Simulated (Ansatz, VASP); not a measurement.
**BaTiO3 in VASP and in Ansatz**

INCAR

```
ALGO = Normal
EDIFF = 1E-6
ENCUT = 600
GGA = PS
GGA_COMPAT = F
ISIF = 2
ISMEAR = 0
LASPH = T
LCHARG = F
LDAU = T
LDAUJ = 0 0 0
LDAUL = -1 2 -1
LDAUPRINT = 1
LDAUTYPE = 2
LDAUU = 0 4.5 0
LMAXMIX = 4
LREAL = F
LWAVE = F
NBANDS = 28
NELM = 200
PREC = Accurate
SIGMA = 0.01
```

The input KPOINTS:

```
k-points
0
Gamma
  4 4 4
```

Contents of POSCAR:

```
BaTiO3
1.0
    3.9855000000      0.0000000000      0.0000000000
    0.0000000000      2.8369000000     -2.8451500000
    0.0000000000      2.8369000000      2.8451500000
Ba Ti O
1 1 3
Direct
    0.0000000000      0.0000000000      0.0000000000
    0.5000000000      0.4876000000      0.5124000000
    0.0000000000      0.5126000000      0.4874000000
    0.5000000000      0.0081600000      0.5052400000
    0.5000000000      0.4947600000      0.9918400000
```

Input for Ansatz:

```yaml
crystal:
  lattice:
    a: 3.9855
    b: 5.6738
    c: 5.6903
    alpha: 90.0
    beta: 90.0
    gamma: 90.0
  space_group: 38
  setting:
    hermann_mauguin: Amm2
  atoms:
    - { symbol: Ba, position: [0.0, 0.0, 0.0] }
    - { symbol: Ti, position: [0.5, 0.5, 0.0124] }
    - { symbol: O, position: [0.0, 0.5, 0.9874] }
    - { symbol: O, position: [0.5, 0.2567, 0.24854] }
  reduce_to_primitive: true
basis:
  ecutwfc: 550.0
kpoints:
  mp_grid:
    grid: [4, 4, 4]
hamiltonian:
  xc: pbesol
  hubbard:
    - { species: Ti, l: d, u_eff: 4.5 }
scf:
  occupations:
    method: fixed
output:
  eigenvalues: true
```

Alike in both runs: task single point; functional PBEsol; k mesh 4 × 4 × 4; no spin polarisation; Hubbard terms Ti d U = 4.5 eV.

|  | VASP | Ansatz |
| --- | --- | --- |
| version | VASP 6.6.1 | Ansatz 0.2.0 |
| potentials or method | VASP PAW PBE potentials, release 64 (Ba_sv, Ti_sv, O), cutoff 600 eV | plane waves, PAW |
| occupations | gaussian, width 0.01 eV | fixed |
| valence electrons in the cell | 40 | 40 |

|  | VASP | Ansatz | Ansatz less VASP |
| --- | --- | --- | --- |
| gap on the k mesh at the Fermi level (eV) | 2.31 | 2.36 | +0.047 |

VASP's potentials were made for PBE, not for PBEsol. The programs project onto different local orbitals, so the same U acts differently, and such runs can settle in different states.

Neither program's run includes spin-orbit coupling.
